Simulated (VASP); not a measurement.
# Sn (C2/c) in VASP: a series of runs, part 2 of 2

VASP 6.6.1.

### Step 4. Single point, LDA

INCAR

```
  ALGO = Normal
  EDIFF = 1E-6
  ENCUT = 520
  GGA = CA
  ISIF = 2
  ISMEAR = 1
  LASPH = T
  LCHARG = T
  LELF = T
  LREAL = F
  LVHAR = T
  LWAVE = F
  NBANDS = 21
  NELM = 80
  PREC = Accurate
  SIGMA = 0.03
```

KPOINTS

```
k-points
0
Gamma
  11 11 8
```

POSCAR

```
Sn
1.0
   -2.8994216605      2.9008009606      1.5581694818
    2.9008009606     -2.8994216605      1.5581694818
    2.8985835788      2.8985835788     -1.5556411493
Sn
2
Direct
    0.0000164062      0.9999835938      0.0000000000
    0.7499835938      0.2500164062      0.5000000000
```

Potentials or basis: VASP PAW LDA potentials, release 64 (Sn_d).

Started as:

```
> cat potpaw_LDA.64/Sn_d/POTCAR > POTCAR
> mpirun -np 1 vasp_std > vasp.out
```

OUTCAR:

```text
EDIFF = 1E-6
   ENCUT = 520
   GGA = CA
   ISIF = 2
   ISMEAR = 1
   LASPH = T
   LREAL = F
   NELM = 80
   PREC = Accurate

 ion  position               nearest neighbor table
   1  0.000  1.000  0.000-   2 3.00   2 3.00   2 3.00   2 3.00   2 3.72   2 3.72   2 3.73   2 3.73

   2  0.750  0.250  0.500-   1 3.00   1 3.00   1 3.00   1 3.00   1 3.72   1 3.72   1 3.73   1 3.73

  LATTYP: Found a base centered monoclinic cell.
 ALAT       =     3.1163395741
 B/A-ratio  =     2.6321757628
 C/A-ratio  =     1.4069300504
 COS(beta)  =    -0.3542216887

  Lattice vectors:

 A1 = (  -2.8994216605,   2.9008009606,   1.5581694818)
 A2 = (   2.9008009606,  -2.8994216605,   1.5581694818)
 A3 = (   2.8985835788,   2.8985835788,  -1.5556411493)

Analysis of symmetry for initial positions (statically):
=====================================================================
 Subroutine PRICEL returns:
 Original cell was already a primitive cell.

 Routine SETGRP: Setting up the symmetry group for a
 base centered monoclinic supercell.

 Subroutine GETGRP returns: Found  4 space group operations
 (whereof  2 operations were pure point group operations)
 out of a pool of  4 trial point group operations.

The static configuration has the point symmetry C_2 .
 The point group associated with its full space group is C_2h.

Analysis of symmetry for dynamics (positions and initial velocities):
=====================================================================
 Subroutine PRICEL returns:
 Original cell was already a primitive cell.

 Routine SETGRP: Setting up the symmetry group for a
 base centered monoclinic supercell.

 Subroutine GETGRP returns: Found  4 space group operations
 (whereof  2 operations were pure point group operations)
 out of a pool of  4 trial point group operations.

The dynamic configuration has the point symmetry C_2 .
 The point group associated with its full space group is C_2h.

[... 107 lines left out ...]
   TEBEG  =    0.0;   TEEND  =   0.0 temperature during run
   PSTRESS=    0.0 pullay stress
   NELECT =      28.0000    total number of electrons
   NUPDOWN=      -1.0000    fix difference up-down
   EMIN   =  10.00;   EMAX   =-10.00  energy-range for DOS
   EFERMI =   0.00;   METHOD = LEGACY
   ISMEAR =     1;   SIGMA  =   0.03  broadening in eV -4-tet -1-fermi 0-gaus
   EFERMI_NEDOS =   21; number of points for ismear=-14 and -15
   IALGO  =     38    algorithm
   IMIX   =      4    mixing-type and parameters
     AMIX     =   0.40;   BMIX     =  1.00
     AMIX_MAG =   1.60;   BMIX_MAG =  1.00
  volume/ion in A,a.u.               =      26.20       176.83
  Fermi-wavevector in a.u.,A,eV,Ry     =   1.328418  2.510346 24.010122  1.764694
  Thomas-Fermi vector in A             =   2.457657
   LORBIT       =      0    0 simple, 1 ext, 2 COOP (PROOUT), +10 PAW based schemes
   GGA     = CA    functional components
   LHFCALC =     F    Hartree Fock is set to
   AEXX    =    0.0000 exact exchange contribution
   IVDW    =     0    specifies the selected vdW correction
   LEPSILON=     F    determine dielectric tensor
   LRPA    =     F    only Hartree local field effects (RPA)
 non-spin polarized calculation
 Methfessel and Paxton  Order N= 1 SIGMA  =   0.03
  energy-cutoff  :      520.00
  volume of cell :       52.41
 maximum number of plane-waves:      1425
 NGX is ok and might be reduce to    36
   NGX = 17   NGY = 17   NGZ = 17

 number of electron      28.0000007 magnetization

 Free energy of the ion-electron system (eV)
  ---------------------------------------------------
  ext. energy  EPLUGINS =         0.00000000
  ---------------------------------------------------
  free energy    TOTEN  =        -8.98717118 eV

  energy without entropy =       -8.98719212  energy(sigma->0) =       -8.98717816

 E-fermi :   8.1323     XC(G=0): -10.7121

 val. band max:        8.1321699768   @ k =  -0.0909   0.2727   0.2500
 cond. band min:       8.1448461459   @ k =   0.1818   0.0909   0.0000
 fundamental gap:      0.0126761691
 Fermi energy:         8.1323157937

 k-point     1 :       0.0000    0.0000    0.0000
  band No.  band energies     occupation
      1     -13.4595      2.00000
      2     -13.3803      2.00000
      3     -13.3221      2.00000
      4     -13.3215      2.00000
      5     -13.1328      2.00000
      6     -13.1326      2.00000
[... 565 lines left out ...]
     20      18.7258      0.00000
     21      18.9383      0.00000

 [... further k-points ...]
[... 5 lines left out ...]
  --------------------------------------------------------------------------------------
  -------------------------------------------------------------------------------------
  Total        0.0221926      0.0221926     -0.0296675      0.0334707     -0.0301144     -0.0301144
  in kB        0.6784846      0.6784846     -0.9070119      1.0232846     -0.9206738     -0.9206763
  external PRESSURE =       0.1499858 kB  Pullay stress =       0.0000000 kB

 VOLUME and BASIS-vectors are now :
 -----------------------------------------------------------------------------
  energy-cutoff  :      520.00
  volume of cell :       52.41
      direct lattice vectors                 reciprocal lattice vectors
    -2.899421660  2.900800961  1.558169482    -0.000114965  0.172292210  0.320813149
     2.900800961 -2.899421660  1.558169482     0.172292210 -0.000114965  0.320813149
     2.898583579  2.898583579 -1.555641149     0.172457079  0.172457079 -0.000152660

 POSITION                                       TOTAL-FORCE (eV/Angst)
 -----------------------------------------------------------------------------------
      2.90071     -2.89933      1.55817        -0.003421      0.003421     -0.000000
      0.00002      2.89994      0.78035         0.003421     -0.003421      0.000000
 -----------------------------------------------------------------------------------
    total drift:                               -0.000000     -0.000000     -0.000000

  FREE ENERGIE OF THE ION-ELECTRON SYSTEM (eV)
  ---------------------------------------------------
  free  energy   TOTEN  =        -8.9871711828 eV

  energy  without entropy=       -8.9871921189  energy(sigma->0) =       -8.98717816
```

stdout:

```text
POSCAR found type information on POSCAR Sn
 POSCAR found :  1 types and       2 ions
 scaLAPACK will be used
 LDA part: xc-table for (Slater(with rela. corr.)+CA(PZ))
 , standard interpolation
 POSCAR, INCAR and KPOINTS ok, starting setup
 FFT: planning ... GRIDC
 FFT: planning ... GRID_SOFT
 FFT: planning ... GRID
 WAVECAR not read
 entering main loop
```

Run time: 6 min. Hardware: 1 thread of Intel Xeon 8259CL, shared host; peak memory 0.35 GiB.

Results:

```
Free energy            : -8.9872 eV
Pressure               : 0.0 GPa
Largest force          : 0.005 eV/Å
Band gap on the k mesh : zero (bands 14 and 15 overlap by 3.81 eV)
```

Forces on the atoms (eV/Å):
```
Sn  -0.003  0.003  0.000
Sn   0.003 -0.003  0.000
```

Levels at points of the mesh, in eV from the Fermi level:
| k point | band 10 | band 11 | band 12 | band 13 | band 14 | band 15 | band 16 | band 17 | band 18 | band 19 |
| --- | --- | --- | --- | --- | --- | --- | --- | --- | --- | --- |
| (0.00, 0.00, 0.00) | -21.05 | -11.41 | -3.76 | -2.11 | -2.11 | 2.98 | 6.22 | 6.23 | 7.23 | 7.33 |
| (0.00, 0.00, 0.50) | -21.18 | -9.12 | -9.12 | 0.53 | 0.53 | 1.53 | 1.53 | 6.35 | 6.35 | 10.05 |

Caveat: spin-orbit coupling is left out, which moves the levels of the heavy elements.

### Step 5. Single point, LDA

INCAR

```
SYSTEM = Sn
PREC = Accurate
ENCUT = 520
EDIFF = 1E-7
ISMEAR = 1
SIGMA = 0.1
LREAL = .FALSE.
LASPH = .TRUE.
NELM = 60
ALGO = Normal
ISIF = 2
LWAVE = .FALSE.
LCHARG = .TRUE.
GGA = CA
LELF = .TRUE.
LVHAR = .TRUE.
NBANDS = 21
```

KPOINTS

```
Automatic mesh
0
G
  11 11 8
  0 0 0
```

POSCAR is that of step 4.

Started as:

```
> cat potpaw_LDA.64/Sn_d/POTCAR > POTCAR
> mpirun -np 1 vasp_std > vasp.out
```

It took 6.4 min on 1 thread of Intel Xeon 8259CL, shared host; peak memory 0.35 GiB.

The run converged. Its results:

```
Free energy            : -8.9872 eV
Pressure               : 0.0 GPa
Largest force          : 0.005 eV/Å
Band gap on the k mesh : zero (bands 14 and 15 overlap by 3.81 eV)
```

Forces in eV/Å, atoms in the order of the input:
```
Sn  -0.004  0.004  0.000
Sn   0.004 -0.004  0.000
```

Stress tensor (GPa, compression positive):
```
 0.05  0.03 -0.08
 0.03  0.05 -0.08
-0.08 -0.08 -0.13
```

Levels at points of the mesh, in eV from the Fermi level:
```csv
k point,band 11,band 12,band 13,band 14,band 15,band 16,band 17,band 18
"(0.00, 0.00, 0.00)",-11.40,-3.75,-2.10,-2.10,2.99,6.23,6.24,7.24
"(0.00, 0.00, 0.50)",-9.11,-9.11,0.54,0.54,1.54,1.54,6.36,6.36
```

Caveat: spin-orbit coupling is left out, which moves the levels of the heavy elements.

### Step 6. Single point, LDA

INCAR

```
SYSTEM = Sn
PREC = Accurate
ENCUT = 520
EDIFF = 1E-6
ISMEAR = 1
SIGMA = 0.2
LREAL = .False.
LASPH = .True.
NELM = 80
ALGO = Normal
ISIF = 2
LWAVE = .False.
LCHARG = .True.
LELF = .True.
LVHAR = .True.
NBANDS = 21
```

KPOINTS

```
regular mesh
0
Gamma
  11 11 8
  0 0 0
```

POSCAR is that of step 5.

Potentials or basis: VASP PAW LDA potentials, release 64 (Sn_d).

Started as:

```
> cat potpaw_LDA.64/Sn_d/POTCAR > POTCAR
> mpirun -np 1 vasp_std > vasp.out
```

It took 5.9 min on 1 thread of Intel Xeon 8259CL, shared host; peak memory 0.35 GiB.

Results (log left out):

```
Free energy            : -8.9867 eV
Pressure               : 0.0 GPa
Band gap on the k mesh : zero (bands 14 and 15 overlap by 3.81 eV)
```

Forces in eV/Å, atoms in the order of the input:
```
Sn  -0.002  0.002  0.000
Sn   0.002 -0.002  0.000
```

Stress tensor (GPa, compression positive):
```
 0.06 -0.01 -0.02
-0.01  0.06 -0.02
-0.02 -0.02 -0.09
```

Levels at points of the mesh, in eV from the Fermi level:
```
           k point  band 11  band 12  band 13  band 14  band 15  band 16  band 17  band 18
(0.00, 0.00, 0.00)   -11.38    -3.73    -2.09    -2.08     3.01     6.25     6.25     7.26
(0.00, 0.00, 0.50)    -9.10    -9.10     0.56     0.56     1.55     1.55     6.37     6.37
```

Caveat: spin-orbit coupling is left out, which moves the levels of the heavy elements.

### Step 7. Overview

```tsv
smearing	gap on the mesh (eV)	pressure (GPa)
methfessel-paxton 0.6 eV	none	-0.1
methfessel-paxton 1 eV	none	-0.1
methfessel-paxton 0.03 eV	none	0.0
methfessel-paxton 0.1 eV	none	0.0
methfessel-paxton 0.2 eV	none	0.0
```

Alike in all rows: task single point; level LDA; potentials or basis VASP PAW LDA potentials, release 64 (Sn_d); no spin polarisation; cell as given; k mesh 11 × 11 × 8; cutoff (eV) 520.

Caveats: spin-orbit coupling is left out, which moves the levels of the heavy elements; so wide a smearing shifts energies and pressures (at least some runs).

Absolute energies hang on the potentials; compare differences alone.
